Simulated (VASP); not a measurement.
# Cu12CO in VASP: further runs

Runs on Cu12CO. Level: PBE+D3(BJ). Tasks: single point.

Everything below comes from runs of VASP 6.6.1. Logs are shortened: lines on timing, memory, paths and dates and some standing lists are left out, and cuts for length are marked.

### Step 1. The cell of the first run

The cell holds a slab with vacuum, 14 atoms: a = 5.039 Å, b = 5.039 Å, c = 22.872 Å, α = 90.00°, β = 90.00°, γ = 120.00°.

### Step 2. Single point, PBE+D3(BJ)

File INCAR:

```
PREC     = Accurate       # precision mode
ENCUT    = 520            # plane-wave cutoff, eV
EDIFF    = 1E-6           # SCF threshold, eV
ISMEAR   = 0              # smearing method
SIGMA    = 0.1            # smearing width, eV
LREAL    = F              # projectors in reciprocal space
LASPH    = T              # aspherical terms in the spheres
NELM     = 100            # most SCF steps
ALGO     = Normal         # electronic algorithm
ISIF     = 2              # what is computed and relaxed
LWAVE    = F              # write WAVECAR
LCHARG   = F              # write CHGCAR
LDIPOL   = T            
IDIPOL   = 3            
DIPOL    = 0.5 0.5 0.304
GGA      = PE             # functional
IVDW     = 12             # dispersion correction
NBANDS   = 84             # bands
LUSENCCL = F
```

File KPOINTS:

```
regular mesh
0
Gamma
  6 6 1
```

File POSCAR:

```
Cu12CO
1.0
    5.0393684026      0.0000000000      0.0000000000
   -2.5196842013      4.3642210557      0.0000000000
    0.0000000000      0.0000000000     22.8721942842
Cu O C
12 1 1
Direct
    0.3333333333      0.1666666667      0.1748848383
    0.3333333333      0.6666666667      0.1748848383
    0.8333333333      0.1666666667      0.1748848383
    0.8333333333      0.6666666667      0.1748848383
    0.1666666667      0.3333333333      0.2649977782
    0.1666666667      0.8333333333      0.2649977782
    0.6666666667      0.3333333333      0.2649977782
    0.6666666667      0.8333333333      0.2649977782
    0.0000000000      0.0000000000      0.3551121586
    0.0000000000      0.5000000000      0.3551121586
    0.5000000000      0.0000000000      0.3551121586
    0.5000000000      0.5000000000      0.3551121586
    0.0833333333      0.3333333333      0.5125085131
    0.0833333333      0.3333333333      0.5627879041
```

Potentials or basis: VASP PAW PBE potentials, release 64 (Cu, O, C).

Run with:

```bash
$ cat potpaw_PBE.64/Cu/POTCAR potpaw_PBE.64/O/POTCAR potpaw_PBE.64/C/POTCAR > POTCAR
$ mpirun -np 1 vasp_std > vasp.out
```

OUTCAR:

```text
PREC = Accurate
   ENCUT = 520
   EDIFF = 1E-6
   ISMEAR = 0
   LREAL = F
   LASPH = T
   NELM = 100
   ISIF = 2
   GGA = PE
   IVDW = 12
 IVDW          = 12

 ion  position               nearest neighbor table
   1  0.333  0.167  0.175-   3 2.52   3 2.52   4 2.52   2 2.52   2 2.52   4 2.52   5 2.52   7 2.52
                             6 2.52
   2  0.333  0.667  0.175-   4 2.52   4 2.52   1 2.52   1 2.52   3 2.52   3 2.52   6 2.52   8 2.52
                             5 2.52
   3  0.833  0.167  0.175-   1 2.52   1 2.52   4 2.52   4 2.52   2 2.52   2 2.52   7 2.52   5 2.52
                             8 2.52
   4  0.833  0.667  0.175-   2 2.52   2 2.52   3 2.52   3 2.52   1 2.52   1 2.52   8 2.52   6 2.52
                             7 2.52
   5  0.167  0.333  0.265-   7 2.52   7 2.52   8 2.52   6 2.52   6 2.52   8 2.52   1 2.52   3 2.52
                             2 2.52  12 2.52   9 2.52  10 2.52
   6  0.167  0.833  0.265-   8 2.52   8 2.52   5 2.52   5 2.52   7 2.52   7 2.52   2 2.52   4 2.52
                             1 2.52  11 2.52  10 2.52   9 2.52
   7  0.667  0.333  0.265-   5 2.52   5 2.52   8 2.52   8 2.52   6 2.52   6 2.52   3 2.52   1 2.52
                             4 2.52  10 2.52  11 2.52  12 2.52
   8  0.667  0.833  0.265-   6 2.52   6 2.52   7 2.52   7 2.52   5 2.52   5 2.52   4 2.52   2 2.52
                             3 2.52   9 2.52  12 2.52  11 2.52
   9  0.000  0.000  0.355-  11 2.52  11 2.52  12 2.52  10 2.52  10 2.52  12 2.52   8 2.52   5 2.52
                             6 2.52
  10  0.000  0.500  0.355-  12 2.52  12 2.52   9 2.52   9 2.52  11 2.52  11 2.52   7 2.52   6 2.52
                             5 2.52
  11  0.500  0.000  0.355-   9 2.52   9 2.52  12 2.52  12 2.52  10 2.52  10 2.52   6 2.52   7 2.52
                             8 2.52
  12  0.500  0.500  0.355-  10 2.52  10 2.52  11 2.52  11 2.52   9 2.52   9 2.52   5 2.52   8 2.52
                             7 2.52
  13  0.083  0.333  0.513-  14 1.15
  14  0.083  0.333  0.563-  13 1.15

  LATTYP: Found a hexagonal cell.
 ALAT       =     5.0393684026
 C/A-ratio  =     4.5387025629

  Lattice vectors:

 A1 = (   5.0393684026,   0.0000000000,   0.0000000000)
 A2 = (  -2.5196842013,   4.3642210557,   0.0000000000)
 A3 = (   0.0000000000,   0.0000000000,  22.8721942842)

Analysis of symmetry for initial positions (statically):
=====================================================================
 Subroutine PRICEL returns:
 Original cell was already a primitive cell.

 Routine SETGRP: Setting up the symmetry group for a
 hexagonal supercell.

 Subroutine GETGRP returns: Found  1 space group operations
 (whereof  1 operations were pure point group operations)
 out of a pool of 24 trial point group operations.

The static configuration has the point symmetry C_1 .

[... 159 lines left out ...]
   IVDW    =    12    specifies the selected vdW correction
   LEPSILON=     F    determine dielectric tensor
   LRPA    =     F    only Hartree local field effects (RPA)
 non-spin polarized calculation
 Gauss-broadening in eV      SIGMA  =   0.10
  energy-cutoff  :      520.00
  volume of cell :      503.03
 maximum number of plane-waves:     13633
 NGX is ok and might be reduce to    40
   NGX = 19   NGY = 19   NGZ = 85

 dipolmoment           0.000000      0.000000     -0.001144 electrons x Angstroem

 number of electron     141.9999968 magnetization

 dipolmoment           0.000000      0.000000      0.016121 electrons x Angstroem

 Free energy of the ion-electron system (eV)
  ---------------------------------------------------
  ext. energy  EPLUGINS =         0.00000000
  ---------------------------------------------------
  free energy    TOTEN  =       -55.71612154 eV

  energy without entropy =      -55.64071516  energy(sigma->0) =      -55.67841835

 E-fermi :  -0.9210     XC(G=0):  -5.0304

 val. band max:       -0.9351867325   @ k =  -0.1667   0.1667   0.0000
 cond. band min:      -0.9064140840   @ k =   0.1667   0.0000   0.0000
 fundamental gap:      0.0287726485
 Fermi energy:        -0.9210194588

 k-point     1 :       0.0000    0.0000    0.0000
  band No.  band energies     occupation
      1     -25.5189      2.00000
      2     -10.4374      2.00000
      3      -9.8049      2.00000
      4      -8.0217      2.00000
      5      -8.0212      2.00000
      6      -7.7521      2.00000
[... 1709 lines left out ...]
     82       3.4009      0.00000
     83       4.0240      0.00000
 [bands above 83 left out]

------------------------ aborting loop because EDIFF is reached ----------------------------------------

 vacuum level on the upper side and lower side of the slab       (xc-potential included)        -0.020        -0.168

 Edisp (eV)   -4.86469

 E8    (eV) :    -2.1673

  FORCE on cell =-STRESS in cart. coord.  units (eV):
  Direction    XX          YY          ZZ          XY          YZ          ZX
  --------------------------------------------------------------------------------------
  -------------------------------------------------------------------------------------
  Total      -3.17409    -3.17523    -0.39076     0.00142     0.00074    -0.00108
  in kB     -10.10972   -10.11335    -1.24459     0.00452     0.00236    -0.00343
  external pressure =       -7.16 kB  Pullay stress =        0.00 kB

 VOLUME and BASIS-vectors are now :
 -----------------------------------------------------------------------------
  energy-cutoff  :      520.00
  volume of cell :      503.03
      direct lattice vectors                 reciprocal lattice vectors
     5.039368403  0.000000000  0.000000000     0.198437566  0.114567982 -0.000000000
    -2.519684201  4.364221056  0.000000000     0.000000000  0.229135964  0.000000000
     0.000000000  0.000000000 22.872194284     0.000000000 -0.000000000  0.043721210

 POSITION                                       TOTAL-FORCE (eV/Angst)
 -----------------------------------------------------------------------------------
      1.25984      0.72737      4.00000         0.000476     -0.000313     -0.047519
     -0.00000      2.90948      4.00000         0.000105      0.000558     -0.048423
      3.77953      0.72737      4.00000        -0.000419     -0.000382     -0.049492
      2.51968      2.90948      4.00000        -0.000168      0.000035     -0.046643
      0.00000      1.45474      6.06108        -0.001065     -0.000022      0.003569
     -1.25984      3.63685      6.06108         0.000213     -0.000507      0.002183
      2.51968      1.45474      6.06108         0.001031     -0.000263      0.002550
      1.25984      3.63685      6.06108        -0.000209      0.000688      0.002633
      0.00000      0.00000      8.12219         0.001060     -0.004750      0.054748
     -1.25984      2.18211      8.12219        -0.003572      0.002938      0.055565
      2.51968      0.00000      8.12219        -0.001241     -0.000356      0.053385
      1.25984      2.18211      8.12219         0.003972      0.001995      0.054788
     -0.41995      1.45474     11.72219        -0.000334      0.000404      0.699111
     -0.41995      1.45474     12.87219         0.000151     -0.000024     -0.736456
 -----------------------------------------------------------------------------------
    total drift:                                0.000041      0.000278     -0.006365

  FREE ENERGIE OF THE ION-ELECTRON SYSTEM (eV)
  ---------------------------------------------------
  free  energy   TOTEN  =       -60.5808160265 eV

  energy  without entropy=      -60.5054096493  energy(sigma->0) =      -60.54311284

 vacuum level on the upper side and lower side of the slab         3.899         3.764
```

stdout:

```text
[vt-gpu-of-0:12583] opal_ifinit: socket() failed with errno=97
 Offloading initialized ...    1 GPUs detected
 POSCAR found type information on POSCAR CuO C
 POSCAR found :  3 types and      14 ions
 scaLAPACK will be used selectively (only on CPU)
 LDA part: xc-table for (Slater+PW92), standard interpolation
 POSCAR, INCAR and KPOINTS ok, starting setup
 FFT: planning ... GRIDC
 FFT: planning ... GRID_SOFT
 FFT: planning ... GRID
 WAVECAR not read
 entering main loop
```

Run time: 2.7 min. Hardware: 1 × NVIDIA H100 80GB with 1 thread of Intel Xeon Platinum 8481C at 2.70GHz (Sapphire Rapids), shared host; peak memory 1.9 GiB.

Results:

```yaml
Free_energy: -60.5808 eV
Largest_force: 0.736 eV/Å
Band_gap_on_the_k_mesh: zero (bands 71 and 72 overlap by 0.41 eV)
Dispersion_energy_per_atom: -0.347 eV
```

Forces in eV/Å, atoms in the order of the input:
```
Cu   0.000  0.000 -0.048
Cu   0.000  0.001 -0.048
Cu   0.000  0.000 -0.049
Cu   0.000  0.000 -0.047
Cu  -0.001  0.000  0.004
Cu   0.000 -0.001  0.002
Cu   0.001  0.000  0.003
Cu   0.000  0.001  0.003
Cu   0.001 -0.005  0.055
Cu  -0.004  0.003  0.056
Cu  -0.001  0.000  0.053
Cu   0.004  0.002  0.055
O    0.000  0.000  0.699
C    0.000  0.000 -0.736
```

With open d or f shells a metallic result of PBE can be an artefact of self-interaction; +U or a hybrid may open a gap.

### Step 3. Single point, PBE+D3(BJ)

File INCAR:

```
PREC = Accurate
ENCUT = 520
EDIFF = 1E-6
ISMEAR = 0
SIGMA = 0.1
LREAL = False
LASPH = True
NELM = 100
ALGO = Normal
ISIF = 2
LWAVE = False
LCHARG = False
LDIPOL = True
IDIPOL = 3
DIPOL = 0.5 0.5 0.304
GGA = PE
IVDW = 12
NBANDS = 84
LUSENCCL = False
```

File KPOINTS:

```
Automatic mesh
0
Gamma
  6 6 1
```

POSCAR: that of step 2 with these lines changed.

```diff
@@ -20,3 +20,3 @@
     0.5000000000      0.5000000000      0.3551121586
-    0.0833333333      0.3333333333      0.5125085131
-    0.0833333333      0.3333333333      0.5627879041
+    0.2500000000      0.1666666667      0.5125085131
+    0.2500000000      0.1666666667      0.5627879041
```

Potentials or basis: VASP PAW PBE potentials, release 64 (Cu, O, C).

Run with:

```bash
$ cat potpaw_PBE.64/Cu/POTCAR potpaw_PBE.64/O/POTCAR potpaw_PBE.64/C/POTCAR > POTCAR
$ mpirun -np 1 vasp_std > vasp.out
```

It took 8.3 min on 1 × NVIDIA H100 80GB with 1 thread of Intel Xeon Platinum 8481C at 2.70GHz (Sapphire Rapids), shared host; peak memory 1.9 GiB.

It converged, with:

```
Free energy                : -60.5808 eV
Largest force              : 0.736 eV/Å
Band gap on the k mesh     : zero (bands 71 and 72 overlap by 0.41 eV)
Dispersion energy per atom : -0.347 eV
```

Forces on the atoms (eV/Å):
```
Cu   0.000  0.000 -0.051
Cu   0.000  0.000 -0.047
Cu   0.000  0.000 -0.047
Cu   0.000  0.000 -0.047
Cu   0.002 -0.001  0.003
Cu   0.000  0.002  0.003
Cu  -0.002 -0.001  0.003
Cu   0.000  0.000  0.002
Cu  -0.003 -0.003  0.055
Cu  -0.002  0.000  0.056
Cu   0.004 -0.002  0.053
Cu   0.001  0.004  0.054
O    0.000  0.000  0.699
C    0.000  0.000 -0.736
```

Levels at points of the mesh, in eV from the Fermi level:
| k point | band 68 | band 69 | band 70 | band 71 | band 72 | band 73 |
| --- | --- | --- | --- | --- | --- | --- |
| (0.00, 0.00, 0.00) | -1.34 | -0.14 | 0.03 | 0.03 | 0.03 | 1.22 |
| (0.50, 0.00, 0.00) | -1.54 | -1.54 | 0.05 | 0.05 | 0.31 | 0.33 |
| (0.00, 0.50, 0.00) | -1.54 | -1.54 | 0.05 | 0.05 | 0.31 | 0.33 |
| (0.50, 0.50, 0.00) | -1.54 | -1.54 | 0.05 | 0.05 | 0.31 | 0.33 |

With open d or f shells a metallic result of PBE can be an artefact of self-interaction; +U or a hybrid may open a gap.

The gap in the log of VASP goes by the Fermi energy; the results here count the filled bands.